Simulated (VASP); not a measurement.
Runs of VASP 6.6.1 on Na. The structure is that of space group Immm (No. 71), or close to it. The cells are those of the table. 

```tsv
cell	gap on the mesh (eV)	pressure (GPa)
a = 3.569, b = 3.569, c = 3.608 Å, angles 121.0, 121.0, 92.0°, 1 atom	none	0.7
a = 3.659, b = 3.659, c = 3.698 Å, angles 121.0, 121.0, 91.9°, 1 atom	none	-0.1
a = 3.534, b = 3.534, c = 3.610 Å, angles 122.2, 122.2, 93.4°, 1 atom	none	2.0
a = 3.714, b = 3.714, c = 3.790 Å, angles 122.1, 122.1, 93.3°, 1 atom	none	(a)
a = 3.515, b = 3.515, c = 3.429 Å, angles 116.9, 116.9, 87.0°, 1 atom	none	0.0
a = 3.335, b = 3.335, c = 3.248 Å, angles 116.8, 116.8, 86.8°, 1 atom	none	2.0
```

Alike in all rows: task single point; level LDA; potentials or basis VASP PAW LDA potentials, release 64 (Na_pv); no spin polarisation; k mesh 18 × 18 × 18; cutoff (eV) 520; smearing gaussian 0.15 eV.

Q: Estimate the missing entries.

A: (a) 0.1.

A gap of «none» marks levels without a gap at the run's occupations.
